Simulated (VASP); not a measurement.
A run of VASP 6.6.1:

The input INCAR:

```
ALGO = Normal
EDIFF = 1E-6
ENCUT = 520
GGA = PE
ISIF = 2
ISMEAR = -1
ISPIN = 2
LASPH = True
LCHARG = False
LMAXMIX = 4
LORBIT = 11
LREAL = False
LWAVE = False
MAGMOM = 1
NBANDS = 14
NELM = 150
PREC = Accurate
SIGMA = 0.05
```

File KPOINTS:

```
k-points
0
Gamma
  23 23 23
```

Contents of POSCAR:

```
Ir
1.0
    0.0000000000      1.9612044215      1.9612044215
    1.9612044215      0.0000000000      1.9612044215
    1.9612044215      1.9612044215      0.0000000000
Ir
1
Direct
    0.0000000000      0.0000000000      0.0000000000
```

Potentials or basis: VASP PAW PBE potentials, release 64 (Ir).

Run with:

```bash
$ cat potpaw_PBE.64/Ir/POTCAR > POTCAR
$ mpirun -np 1 vasp_std > vasp.out
```

Hardware: 1 thread of Intel Xeon 6975P-C (shared host).

Question: How long does it take, and how much memory?

Answer: Wall time 100 s on 1 thread of Intel Xeon 6975P-C, on a shared host, peak memory 0.24 GiB. Counts: scf iterations 14, k points 364.
